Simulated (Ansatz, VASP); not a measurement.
**MgCd5Te6 in VASP and in Ansatz**

```
Mg Cd Te
1.0
     4.66446    0.00000    0.00000
    -2.33223    4.03954    0.00000
     0.00000    0.00000   22.89067
Mg Cd Te
1 5 6
Direct
  0.66667 0.33333 0.16563
  0.33333 0.66667 0.00215
  0.33333 0.66667 0.33177
  0.33333 0.66667 0.66677
  0.66667 0.33333 0.49919
  0.66667 0.33333 0.83434
  0.33333 0.66667 0.12745
  0.33333 0.66667 0.45705
  0.33333 0.66667 0.79216
  0.66667 0.33333 0.28919
  0.66667 0.33333 0.62456
  0.66667 0.33333 0.95973
```

Alike in both runs: task relaxation of cell and atoms; functional PBE; k mesh 6 × 6 × 2; occupations gaussian, width 0.02 eV; no spin polarisation.

|  | VASP | Ansatz |
| --- | --- | --- |
| version | VASP 6.6.1 | Ansatz 0.2.0 |
| potentials or method | VASP PAW PBE potentials, release 64 (Mg, Cd, Te), cutoff 600 eV | scalar-relativistic, plane waves, PAW |
| valence electrons in the cell | 98 | 206 |

|  | VASP | Ansatz | Ansatz less VASP |
| --- | --- | --- | --- |
| gap on the k mesh at the Fermi level, each at its own relaxed structure (eV) | 0.79 | 0.80 | +0.011 |
| relaxed volume (Å³/atom) | 36.04 | 35.94 | -0.093 |
| relaxed length of the cell vector where the two differ most in proportion (Å) | 22.910 | 22.891 | -0.0197 |

VASP's potentials hold 98 valence electrons a cell and Ansatz's 206, so a difference there can come from the potentials and not from the codes.

Neither program's run includes spin-orbit coupling.
